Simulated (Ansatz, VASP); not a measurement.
**Si2Cl in VASP and in Ansatz**

```xyz
3
Lattice="1.9427 1.1216 5.4929 -1.9427 1.1216 5.4929 0.0000 -2.2432 5.4929" Properties=species:S:1:pos:R:3 pbc="T T T"
Si    0.0000    0.0000    2.4050
Si    0.0000    0.0000   14.0737
Cl    0.0000    0.0000    0.0000
```

Alike in both runs: functional PBE; k mesh 6 × 6 × 6; occupations gaussian, width 0.1 eV; no spin polarisation.

Ansatz relaxed the structure, and its values are those at the end. VASP's run is a single point on that final structure, the one shown.

```csv
,VASP,Ansatz
version,VASP 6.6.1,Ansatz 0.2.0
potentials or method,"VASP PAW PBE potentials, release 64 (Si, Cl), cutoff 520 eV","scalar-relativistic, plane waves, PAW"
valence electrons in the cell,15,15
```

```tsv
	VASP	Ansatz	Ansatz less VASP
gap on the k mesh at the Fermi level (eV)	none	none	-
pressure (GPa)	0.0	0.0	+0.06
rms of the force components (eV/Å)	0.001	0.005	+0.0041
```

A gap of «none» marks a metal or a gap that the smearing closes.
